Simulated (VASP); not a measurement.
# SiC (P6_3mc) in VASP: a series of runs

Runs on SiC. Level: r2SCAN. Tasks: single point.

Everything below comes from runs of VASP 6.6.1. Logs are shortened: lines on timing, memory, paths and dates and some standing lists are left out, and cuts for length are marked.

## 1. The cell of the first run

The structure is hexagonal, space group P6_3mc (No. 186). Conventional cell: a = 3.076 Å, b = 3.076 Å, c = 5.048 Å, α = 90.00°, β = 90.00°, γ = 120.00°. Si (site symmetry 3m) has 4 C at 1.88 to 1.90 Å within 2.5 Å. C (site symmetry 3m) has 4 Si at 1.88 to 1.90 Å within 2.5 Å.

## 2. Single point, r2SCAN (atoms moved along the polar distortion)

POSCAR

```
SiC
1.0
    3.0759836412      0.0000000000      0.0000000000
   -1.5379918206      2.6638799749      0.0000000000
    0.0000000000      0.0000000000      5.0478375069
Si C
2 2
Direct
    0.3333333333      0.6666666667     -0.0004104652
    0.6666666667      0.3333333333      0.4995895348
    0.3333333333      0.6666666667      0.3754104652
    0.6666666667      0.3333333333      0.8754104652
```

INCAR.step1

```
PREC = Accurate ; ENCUT = 520
ISMEAR = 0 ; SIGMA = 0.01
LREAL = F ; LASPH = T
NELM = 80 ; NBANDS = 16
GGA = PE ; ALGO = Normal
EDIFF = 1E-4 ; LWAVE = T
LCHARG = F
```

INCAR.step2

```
PREC = Accurate ; ENCUT = 520
EDIFF = 1E-6 ; ISMEAR = 0
SIGMA = 0.01 ; LREAL = F
LASPH = T ; NELM = 80
ALGO = Normal ; ISIF = 2
LWAVE = F ; LCHARG = F
METAGGA = R2SCAN ; LMIXTAU = T
NBANDS = 16 ; ISTART = 1
```

KPOINTS

```
Automatic mesh
0
Gamma
  12 12 6
```

Potentials or basis: VASP PAW PBE potentials, release 64 (Si, C).

Command:

```bash
> cat potpaw_PBE.64/Si/POTCAR potpaw_PBE.64/C/POTCAR > POTCAR
> cp INCAR.step1 INCAR
> mpirun -np 1 vasp_std > vasp.out
> cp INCAR.step2 INCAR
> mpirun -np 1 vasp_std > vasp.out
```

OUTCAR:

```text
PREC = Accurate
   ENCUT = 520
   EDIFF = 1E-6
   ISMEAR = 0
   LREAL = F
   LASPH = T
   NELM = 80
   ISIF = 2
   METAGGA = R2SCAN
   ISTART = 1

 ion  position               nearest neighbor table
   1  0.333  0.667  1.000-   4 1.88   4 1.88   4 1.88   3 1.90   2 3.09   2 3.09   2 3.09   2 3.09
                             2 3.09   2 3.09
   2  0.667  0.333  0.500-   3 1.88   3 1.88   3 1.88   4 1.90   1 3.09   1 3.09   1 3.09   1 3.09
                             1 3.09   1 3.09
   3  0.333  0.667  0.375-   2 1.88   2 1.88   2 1.88   1 1.90
   4  0.667  0.333  0.875-   1 1.88   1 1.88   1 1.88   2 1.90

  LATTYP: Found a hexagonal cell.
 ALAT       =     3.0759836412
 C/A-ratio  =     1.6410482290

  Lattice vectors:

 A1 = (   3.0759836412,   0.0000000000,   0.0000000000)
 A2 = (  -1.5379918206,   2.6638799749,   0.0000000000)
 A3 = (   0.0000000000,   0.0000000000,   5.0478375069)

Analysis of symmetry for initial positions (statically):
=====================================================================
 Subroutine PRICEL returns:
 Original cell was already a primitive cell.

 Routine SETGRP: Setting up the symmetry group for a
 hexagonal supercell.

 Subroutine GETGRP returns: Found 12 space group operations
 (whereof  6 operations were pure point group operations)
 out of a pool of 24 trial point group operations.

The static configuration has the point symmetry C_3v.
 The point group associated with its full space group is C_6v.

Analysis of symmetry for dynamics (positions and initial velocities):
=====================================================================
 Subroutine PRICEL returns:
 Original cell was already a primitive cell.

 Routine SETGRP: Setting up the symmetry group for a
 hexagonal supercell.

 Subroutine GETGRP returns: Found 12 space group operations
 (whereof  6 operations were pure point group operations)
 out of a pool of 24 trial point group operations.

The dynamic configuration has the point symmetry C_3v.
 The point group associated with its full space group is C_6v.

 Subroutine INISYM returns: Found 12 space group operations
 (whereof  6 operations are pure point group operations),
 and found     1 'primitive' translations

----------------------------------------------------------------------------------------

                                     Primitive cell

[... 95 lines left out ...]
   LREAL  =      F    real-space projection
   EDIFFG = 0.1E-04   stopping-criterion for IOM
   NSW    =      0    number of steps for IOM
   IBRION =     -1    ionic relax: 0-MD 1-quasi-New 2-CG
   NFREE  =      0    steps in history (QN), initial steepest desc. (CG)
   ISIF   =      2    stress and relaxation
   ISYM   =      2    0-nonsym 1-usesym 2-fastsym
   POTIM  = 0.5000    time-step for ionic-motion
   TEBEG  =    0.0;   TEEND  =   0.0 temperature during run
   PSTRESS=    0.0 pullay stress
   NELECT =      16.0000    total number of electrons
   NUPDOWN=      -1.0000    fix difference up-down
   EMIN   =  10.00;   EMAX   =-10.00  energy-range for DOS
   EFERMI =   0.00;   METHOD = LEGACY
   ISMEAR =     0;   SIGMA  =   0.01  broadening in eV -4-tet -1-fermi 0-gaus
   EFERMI_NEDOS =   21; number of points for ismear=-14 and -15
   IALGO  =     38    algorithm
   IMIX   =      4    mixing-type and parameters
     AMIX     =   0.40;   BMIX     =  1.00
     AMIX_MAG =   1.60;   BMIX_MAG =  1.00
  volume/ion in A,a.u.               =      10.34        69.78
  Fermi-wavevector in a.u.,A,eV,Ry     =   1.192834  2.254130 19.359102  1.422854
  Thomas-Fermi vector in A             =   2.328863
   LORBIT       =      0    0 simple, 1 ext, 2 COOP (PROOUT), +10 PAW based schemes
   METAGGA = R2SCAN    functional components
   LHFCALC =     F    Hartree Fock is set to
   AEXX    =    0.0000 exact exchange contribution
   IVDW    =     0    specifies the selected vdW correction
   LEPSILON=     F    determine dielectric tensor
   LRPA    =     F    only Hartree local field effects (RPA)
 non-spin polarized calculation
 Gauss-broadening in eV      SIGMA  =   0.01
  energy-cutoff  :      520.00
  volume of cell :       41.36
 maximum number of plane-waves:      1132
 NGX is ok and might be reduce to    24
   NGX = 11   NGY = 11   NGZ = 19

 number of electron      16.0000000 magnetization

 Free energy of the ion-electron system (eV)
  ---------------------------------------------------
  ext. energy  EPLUGINS =         0.00000000
  ---------------------------------------------------
  free energy    TOTEN  =       -38.63787591 eV

  energy without entropy =      -38.63787591  energy(sigma->0) =      -38.63787591

 E-fermi :   8.2100     XC(G=0): -11.9275

 val. band max:        8.1411384559   @ k =   0.0000   0.0000   0.0000
 cond. band min:      10.8021363612   @ k =   0.3333   0.3333   0.0000
 fundamental gap:      2.6609979053
 Fermi energy:         8.2099817935

 k-point     1 :       0.0000    0.0000    0.0000
  band No.  band energies     occupation
      1      -8.2103      2.00000
      2      -4.5822      2.00000
      3      -0.8477      2.00000
      4       6.7545      2.00000
      5       6.7545      2.00000
      6       8.0299      2.00000
[... 433 lines left out ...]
      3       0.5476      2.00000
      4       2.3119      2.00000
      5       3.1556      2.00000
      6       5.1573      2.00000
[... 8 lines left out ...]
     15      20.3432      0.00000
     16      21.0677      0.00000

 [... further k-points ...]

------------------------ aborting loop because EDIFF is reached ----------------------------------------

  FORCE on cell =-STRESS in cart. coord.  units (eV):
  Direction    XX          YY          ZZ          XY          YZ          ZX
  --------------------------------------------------------------------------------------
  -------------------------------------------------------------------------------------
  Total       -0.0830404     -0.0830404     -0.0365348      0.0000000      0.0000000     -0.0000000
  in kB       -3.2165916     -3.2165916     -1.4151847      0.0000000      0.0000000     -0.0000000
  external PRESSURE =      -2.6161226 kB  Pullay stress =       0.0000000 kB

 VOLUME and BASIS-vectors are now :
 -----------------------------------------------------------------------------
  energy-cutoff  :      520.00
  volume of cell :       41.36
      direct lattice vectors                 reciprocal lattice vectors
     3.075983641  0.000000000  0.000000000     0.325099258  0.187696144  0.000000000
    -1.537991821  2.663879975  0.000000000     0.000000000  0.375392288  0.000000000
     0.000000000  0.000000000  5.047837507     0.000000000  0.000000000  0.198104634

 POSITION                                       TOTAL-FORCE (eV/Angst)
 -----------------------------------------------------------------------------------
     -0.00000      1.77592      5.04577        -0.000000     -0.000000     -0.000884
      1.53799      0.88796      2.52185        -0.000000     -0.000000     -0.000884
     -0.00000      1.77592      1.89501         0.000000     -0.000000      0.000884
      1.53799      0.88796      4.41893         0.000000      0.000000      0.000884
 -----------------------------------------------------------------------------------
    total drift:                               -0.000000     -0.000000      0.000373

  FREE ENERGIE OF THE ION-ELECTRON SYSTEM (eV)
  ---------------------------------------------------
  free  energy   TOTEN  =       -38.6378759125 eV

  energy  without entropy=      -38.6378759125  energy(sigma->0) =      -38.63787591
```

OSZICAR.step1:

```text
N       E                     dE             d eps       ncg     rms          rms(c)
DAV:   1     0.263810977556E+02    0.26381E+02   -0.71503E+03  2432   0.898E+02
DAV:   2    -0.312018230227E+02   -0.57583E+02   -0.51882E+02  3424   0.156E+02
DAV:   3    -0.338102769299E+02   -0.26085E+01   -0.25962E+01  3216   0.307E+01
DAV:   4    -0.338296504172E+02   -0.19373E-01   -0.19370E-01  2880   0.327E+00
DAV:   5    -0.338298385259E+02   -0.18811E-03   -0.18810E-03  3184   0.302E-01    0.125E+01
DAV:   6    -0.301911691285E+02    0.36387E+01   -0.65246E+00  3064   0.157E+01    0.563E+00
DAV:   7    -0.301213746482E+02    0.69794E-01   -0.11249E+00  3448   0.617E+00    0.248E+00
DAV:   8    -0.301046912031E+02    0.16683E-01   -0.47593E-02  2808   0.139E+00    0.629E-01
DAV:   9    -0.301030868816E+02    0.16043E-02   -0.76246E-03  3104   0.592E-01    0.123E-01
DAV:  10    -0.301034002562E+02   -0.31337E-03   -0.10226E-03  2984   0.185E-01    0.574E-02
DAV:  11    -0.301034257198E+02   -0.25464E-04   -0.85135E-05  2088   0.695E-02
   1 F= -.30103426E+02 E0= -.30103426E+02  d E =-.884344E-59
```

Run time: 2.6 min. Hardware: 1 thread of Intel Xeon 8259CL, shared host; peak memory 0.19 GiB.

What came out:

- Free energy: -38.6379 eV
- Pressure: -0.3 GPa
- Band gap on the k mesh: 2.66 eV (least direct gap 4.48 eV)

Levels at points of the mesh, in eV from the valence-band top:
```csv
k point,band 6,band 7,band 8,band 9,band 10,band 11
"(0.00, 0.00, 0.00)",-0.11,0.00,0.00,5.37,6.78,7.19
"(0.50, 0.00, 0.00)",-3.48,-3.36,-1.26,3.22,4.67,7.46
"(0.00, 0.00, 0.50)",-0.75,-0.75,-0.75,6.49,6.49,7.89
"(0.50, 0.00, 0.50)",-2.56,-2.44,-2.44,3.72,3.72,5.79
```

Caveat: the cell differs from its parent crystal (atoms moved along the polar distortion); the PAW data sets were made with another functional, which shifts forces and pressure a little. A k mesh can miss the band edges.

## 3. Single point, r2SCAN (atoms moved along the polar distortion)

POSCAR

```
SiC
1.0
    3.0759836412      0.0000000000      0.0000000000
   -1.5379918206      2.6638799749      0.0000000000
    0.0000000000      0.0000000000      5.0478375069
Si C
2 2
Direct
    0.3333333333      0.6666666667     -0.0097238955
    0.6666666667      0.3333333333      0.4902761045
    0.3333333333      0.6666666667      0.3847238955
    0.6666666667      0.3333333333      0.8847238955
```

INCAR.step1

```
SYSTEM = SiC
PREC     = Accurate       ! precision mode
ENCUT    = 520            ! plane-wave cutoff, eV
ISMEAR   = 0              ! smearing method
SIGMA    = 0.01           ! smearing width, eV
LREAL    = .False.        ! projectors in reciprocal space
LASPH    = .True.         ! aspherical terms in the spheres
NELM     = 80             ! most SCF steps
NBANDS   = 16             ! bands
GGA      = PE             ! functional
ALGO     = Normal         ! electronic algorithm
EDIFF    = 1E-4           ! SCF threshold, eV
LWAVE    = .True.         ! write WAVECAR
LCHARG   = .False.        ! write CHGCAR
```

INCAR.step2

```
SYSTEM = SiC
PREC     = Accurate       ! precision mode
ENCUT    = 520            ! plane-wave cutoff, eV
EDIFF    = 1E-7           ! SCF threshold, eV
ISMEAR   = 0              ! smearing method
SIGMA    = 0.01           ! smearing width, eV
LREAL    = .False.        ! projectors in reciprocal space
LASPH    = .True.         ! aspherical terms in the spheres
NELM     = 80             ! most SCF steps
ALGO     = Normal         ! electronic algorithm
ISIF     = 2              ! what is computed and relaxed
LWAVE    = .False.        ! write WAVECAR
LCHARG   = .False.        ! write CHGCAR
METAGGA  = R2SCAN         ! meta-GGA
LMIXTAU  = .True.       
NBANDS   = 16             ! bands
ISTART   = 1
```

KPOINTS

```
Automatic mesh
0
Gamma
  12 12 6
  0 0 0
```

Potentials or basis: VASP PAW PBE potentials, release 64 (Si, C).

Command:

```bash
> cat potpaw_PBE.64/Si/POTCAR potpaw_PBE.64/C/POTCAR > POTCAR
> cp INCAR.step1 INCAR
> mpirun -np 1 vasp_std > vasp.out
> cp INCAR.step2 INCAR
> mpirun -np 1 vasp_std > vasp.out
```

It took 4 min on 1 thread of Intel Xeon 8259CL, shared host; peak memory 0.18 GiB.

The run converged. Its results:

| Quantity | Value |
| --- | --- |
| Free energy | -38.4961 eV |
| Pressure | 0.7 GPa |
| Largest force | 1.401 eV/Å |
| Band gap on the k mesh | 2.63 eV (least direct gap 4.70 eV) |

Forces in eV/Å, atoms in the order of the input:
```
Si   0.000  0.000  1.401
Si   0.000  0.000  1.401
C    0.000  0.000 -1.401
C    0.000  0.000 -1.401
```

Stress tensor (GPa, compression positive):
```
 3.15  0.00  0.00
 0.00  3.15  0.00
 0.00  0.00 -4.31
```

Levels at points of the mesh, in eV from the valence-band top:
```csv
k point,band 6,band 7,band 8,band 9,band 10,band 11
"(0.00, 0.00, 0.00)",-0.70,-0.70,0.00,4.89,6.24,6.73
"(0.50, 0.00, 0.00)",-4.07,-3.42,-1.98,2.72,4.47,7.04
"(0.00, 0.00, 0.50)",-1.41,-1.41,-1.41,6.00,6.00,7.40
"(0.50, 0.00, 0.50)",-3.19,-2.57,-2.57,3.35,3.35,5.12
```

Caveat: the cell differs from its parent crystal (atoms moved along the polar distortion); the stress differs along the axes, from -4 to 3 GPa; the PAW data sets were made with another functional, which shifts forces and pressure a little. A k mesh can miss the band edges.

[end of part 1 of 2]
